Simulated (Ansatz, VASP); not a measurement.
Ti in VASP and in Ansatz

```
CELL_PARAMETERS angstrom
-1.57738 1.57738 1.57738
1.57738 -1.57738 1.57738
1.57738 1.57738 -1.57738
ATOMIC_POSITIONS crystal
Ti 0.00000 0.00000 0.00000
```

Alike in both runs: task single point; functional PBE; k mesh 18 × 18 × 18; occupations gaussian, width 0.1 eV; no spin polarisation.

|  | VASP | Ansatz |
| --- | --- | --- |
| version | VASP 6.6.1 | Ansatz 0.2.0 |
| potentials or method | VASP PAW PBE potentials, release 64 (Ti_sv), cutoff 520 eV | scalar-relativistic, plane waves, PAW |
| valence electrons in the cell | 12 | 12 |

Ansatz gave:

* gap on the k mesh at the Fermi level (eV): none
* pressure (GPa): 11.8

Estimate VASP's values.

gap on the k mesh at the Fermi level (eV): none; pressure (GPa): 11.4.

A gap of «none» marks a metal or a gap that the smearing closes.
